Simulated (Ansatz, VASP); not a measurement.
One calculation of AlAs, two programs

```
Al As
1.0
     0.00000    2.83040    2.88701
     2.83040    0.00000    2.88701
     2.83040    2.83040    0.00000
Al As
1 1
Direct
  0.00000 0.00000 0.00000
  0.25000 0.25000 0.25000
```

Change from the starting cell: z stretched by +2 %, ions relaxed.

Alike in both runs: task relaxation of the atoms; functional PBE; k mesh 13 × 13 × 13; occupations fermi-dirac, width 0.02 eV; no spin polarisation.

|  | VASP | Ansatz |
| --- | --- | --- |
| version | VASP 6.6.1 | Ansatz 0.2.0 |
| potentials or method | VASP PAW PBE potentials, release 64 (Al, As) | plane-wave PAW, scalar-relativistic |
| plane-wave cutoff (eV) | 450 | 420 |
| valence electrons in the cell | 8 | 18 |

Ansatz gave:

| Property | Result |
| --- | --- |
| gap on the k mesh at the Fermi level, each at its own relaxed structure (eV) | 1.45 |

Task: Which values does VASP return?

Result: gap on the k mesh at the Fermi level, each at its own relaxed structure (eV): 1.44.

VASP's potentials hold 8 valence electrons a cell and Ansatz's 18, so a difference there can come from the potentials and not from the codes. Ansatz's warnings: stress scf threshold loose.

Noted on VASP's run: the relaxation stopped at its first step, so nothing moved.
